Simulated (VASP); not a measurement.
NiO: single point with PBE

Crystal: NiO.

```xyz
4
Lattice="4.1700 2.0850 2.0850 2.0850 4.1700 2.0850 2.0850 2.0850 4.1700" Properties=species:S:1:pos:R:3 pbc="T T T"
Ni   -0.0028   -0.0028   -0.0028
Ni    4.1672    4.1672    4.1672
O     2.0951    2.0951    2.0951
O     6.2651    6.2651    6.2651
```

- Program: VASP 6.6.1
- Task: single point
- Functional: PBE
- Potentials or basis: VASP PAW PBE potentials, release 64 (Ni, O)
- Cutoff: 600 eV
- k mesh: 4 × 4 × 4
- Occupations: gaussian, width 0.01 eV
- Spin: collinear spin, antiferromagnetic start
- Starting moments: [2.0, -2.0, 0.0, 0.0] μB

The pressure is 3.2 GPa and the largest force is 0.098 eV/Å. The band gap on the k mesh is 0.96 eV, the net moment is 0.00 μB per cell and the site moments are Ni +1.37, -1.37; O +0.01, -0.01 μB. The valence electrons inside the program's atomic spheres are Ni 9.00; O 4.98.

Forces in eV/Å, atoms in the order of the input:
```
Ni   0.056  0.056  0.056
Ni   0.056  0.056  0.056
O   -0.056 -0.056 -0.056
O   -0.056 -0.056 -0.056
```

Stress tensor (GPa, compression positive):
```
 3.18 -0.37 -0.37
-0.37  3.18 -0.37
-0.37 -0.37  3.18
```

Levels at points of the mesh, in eV from the valence-band top:
Spin up:
```
           k point  band 12  band 13  band 14  band 15  band 16  band 17  band 18  band 19  band 20  band 21
(0.00, 0.00, 0.00)    -1.52    -1.52    -0.59    -0.59    -0.31     2.10     2.10     2.27     6.24    10.80
(0.50, 0.00, 0.00)    -0.92    -0.49    -0.31    -0.27    -0.11     1.54     1.57     8.17     8.32    10.45
(0.50, 0.50, 0.00)    -0.93    -0.81    -0.41    -0.25    -0.13     2.15     2.22     6.24     6.94    10.80
(0.50, 0.50, 0.50)    -0.80    -0.80    -0.65    -0.07    -0.07     1.56     1.56     4.94     5.07    12.84
```
Spin down:
| k point | band 12 | band 13 | band 14 | band 15 | band 16 | band 17 | band 18 | band 19 | band 20 | band 21 |
| --- | --- | --- | --- | --- | --- | --- | --- | --- | --- | --- |
| (0.00, 0.00, 0.00) | -1.52 | -1.52 | -0.59 | -0.59 | -0.31 | 2.10 | 2.10 | 2.27 | 6.24 | 10.80 |
| (0.50, 0.00, 0.00) | -0.92 | -0.49 | -0.31 | -0.27 | -0.11 | 1.54 | 1.57 | 8.17 | 8.32 | 10.45 |
| (0.50, 0.50, 0.00) | -0.93 | -0.81 | -0.41 | -0.25 | -0.13 | 2.15 | 2.22 | 6.24 | 6.94 | 10.80 |
| (0.50, 0.50, 0.50) | -0.80 | -0.80 | -0.65 | -0.07 | -0.07 | 1.56 | 1.56 | 4.94 | 5.07 | 12.84 |

It took 64 s on 1 thread of Intel(R) Xeon(R) 6975P-C (Granite Rapids) (shared host), peak memory 0.31 GiB.

Caveat: the k points lie up to 0.62 Å⁻¹ apart. A k mesh can miss the band edges.
